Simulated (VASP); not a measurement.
Si:

```
Si
1.0
     3.68663    0.00000    0.00000
    -1.84331    3.19271    0.00000
     0.00000    0.00000    9.67067
Si
6
Cartesian
  0.0000 0.0000 4.8353
  0.0000 0.0000 0.0000
  1.8433 1.0642 3.5810
  0.0000 2.1285 6.0897
  0.0000 2.1285 8.4163
  1.8433 1.0642 1.2543
```

The cell was built from a structure type or drawn by symmetry, and may not be a known phase.

```yaml
Program: VASP 6.6.1
Task: relaxation of cell and atoms
Functional: PBE
Potentials_or_basis: VASP PAW PBE potentials, release 64 (Si)
Cutoff: 600 eV
k_mesh: 12 × 12 × 4
Occupations: gaussian, width 0.1 eV
Spin: no spin polarisation
```

At the start: pressure 0.0 GPa; volume 18.97 Å³/atom.

Task: Where does the relaxation end?

Result: Over 7 steps the energy falls by 9.3 meV/atom and the volume is 18.71 Å³/atom (-1.4 %); space group P6_3/mmc (No. 194, to 0.1 Å) before and after.

Step by step:
```tsv
step	energy change (eV)	largest force (eV/Å)	pressure (GPa)	volume (Å³)
1	0.0000	0.0423	0.05	113.83
2	-0.0385	0.2599	-0.55	113.89
3	-0.0388	0.2865	-0.61	113.89
4	-0.0533	0.1302	-0.17	112.71
5	-0.0554	0.0379	0.07	112.10
6	-0.0555	0.0189	-0.05	112.30
7	-0.0556	0.0004	-0.02	112.23
```

Final structure:
```xyz
6
Lattice="3.6145 0.0000 0.0000 -1.8073 3.1303 0.0000 0.0000 0.0000 9.9196" Properties=species:S:1:pos:R:3 pbc="T T T"
Si    0.0000    0.0000    4.9598
Si    0.0000    0.0000    0.0000
Si    1.8073    1.0434    3.6539
Si    0.0000    2.0868    6.2657
Si    0.0000    2.0868    8.6137
Si    1.8073    1.0434    1.3059
```
